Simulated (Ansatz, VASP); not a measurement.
# Au: VASP beside Ansatz

The input INCAR:

```
PREC = Accurate
ENCUT = 520
EDIFF = 1E-6
ISMEAR = 0
SIGMA = 0.15
LREAL = F
LASPH = T
NELM = 100
ALGO = Fast
ISIF = 2
LWAVE = F
LCHARG = T
GGA = PE
LELF = T
LVHAR = T
NBANDS = 18
```

KPOINTS

```
Automatic mesh
0
Gamma
  18 18 10
```

POSCAR

```
Au
1.0
    2.8999984104      0.0000000000      0.0000000000
   -1.4499992052      2.5114722944      0.0000000000
    0.0000000000      0.0000000000      4.8800000000
Au
2
Direct
    0.3717938741      0.6948217366      0.7500000000
    0.6666666667      0.3333333333      0.2500000000
```

Input for Ansatz:

```yaml
crystal:
  lattice:
    - [2.8999984104, 0.0, 0.0]
    - [-1.4499992052, 2.5114722944, 0.0]
    - [0.0, 0.0, 4.88]
  atoms:
    - { symbol: Au, position: [0.3717938741, 0.6948217366, 0.75] }
    - { symbol: Au, position: [0.6666666667, 0.3333333333, 0.25] }
basis:
  ecutwfc: 420
kpoints:
  mp_grid: { grid: [18, 18, 10] }
hamiltonian:
  xc: pbe
scf:
  occupations: { method: gaussian, width: 0.15 }
output:
  forces: true
  stress: true
  eigenvalues: true
```

Alike in both runs: task single point; functional PBE; k mesh 18 × 18 × 10; occupations gaussian, width 0.15 eV; no spin polarisation.

|  | VASP | Ansatz |
| --- | --- | --- |
| version | VASP 6.6.1 | Ansatz 0.2.0 |
| potentials or method | VASP PAW PBE potentials, release 64 (Au), cutoff 520 eV | scalar-relativistic, plane waves, PAW |
| valence electrons in the cell | 22 | 38 |

```csv
,VASP,Ansatz,Ansatz less VASP
gap on the k mesh at the Fermi level (eV),none,none,-
pressure (GPa),1.8,2.0,+0.16
"traceless stress, the component that is largest in VASP (GPa)",0.21,0.21,-0.004
rms of the force components (eV/Å),0.022,0.021,-0.0003
```

Atom by atom the forces differ by 0.000 eV/Å (rms over components). A gap of «none» marks a metal or a gap that the smearing closes. VASP's potentials hold 22 valence electrons a cell and Ansatz's 38, so a difference there can come from the potentials and not from the codes.

Neither program's run includes spin-orbit coupling.
